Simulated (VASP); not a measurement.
MoS2: single point with PBE+D3(BJ)

MoS2:

```
Mo S
1.0
     1.54055    0.88943    6.61685
    -1.54055    0.88943    6.61685
     0.00000   -1.77887    6.61685
Mo S
1 2
Cartesian
  0.0000 0.0000 0.0003
  0.0000 0.0000 14.9581
  0.0000 0.0000 11.5083
```

| Quantity | Value |
| --- | --- |
| Program | VASP 6.6.1 |
| Task | single point |
| Functional | PBE |
| Dispersion | D3(BJ) |
| Potentials or basis | VASP PAW PBE potentials, release 64 (Mo_sv, S) |
| Cutoff | 520 eV |
| k mesh | 12 × 12 × 12 |
| Occupations | gaussian, width 0.05 eV |
| Spin | no spin polarisation |
| Dipole correction | no |
| Further INCAR settings | ALGO = Normal; EDIFF = 1e-07; NBANDS = 20 |

```
Pressure                   : -8.2 GPa
Largest force              : 2.101 eV/Å
Band gap on the k mesh     : 0.98 eV (least direct gap 1.69 eV)
Dispersion energy per atom : -0.417 eV
```

Forces on the atoms (eV/Å):
```
Mo   0.000  0.000 -0.005
S    0.000  0.000 -2.096
S    0.000  0.000  2.101
```

Stress tensor (GPa, compression positive):
```
 -0.74   0.00   0.00
  0.00  -0.74   0.00
  0.00   0.00 -23.12
```

Levels at points of the mesh, in eV from the valence-band top:
| k point | band 10 | band 11 | band 12 | band 13 | band 14 | band 15 | band 16 | band 17 |
| --- | --- | --- | --- | --- | --- | --- | --- | --- |
| (0.00, 0.00, 0.00) | -1.42 | -1.29 | -0.76 | -0.76 | 2.81 | 2.81 | 2.84 | 2.84 |
| (0.50, 0.00, 0.00) | -2.59 | -2.26 | -0.96 | -0.37 | 2.54 | 2.67 | 3.66 | 3.78 |
| (0.50, 0.50, 0.00) | -2.71 | -2.53 | -0.75 | -0.54 | 2.65 | 2.73 | 3.37 | 3.96 |
| (0.50, 0.50, 0.50) | -1.83 | -0.74 | -0.74 | -0.27 | 2.72 | 2.72 | 2.90 | 2.90 |

Run time: 34 min on 1 thread of Intel Xeon 8259CL, on a shared host, peak memory 0.45 GiB.

Caveat: the stress differs along the axes, from -23 to -1 GPa; forces of over 1 eV/Å act on the atoms, so gaps and moduli don't describe the material at rest. A hybrid or GW would open this gap; PBE tends to underestimate it.
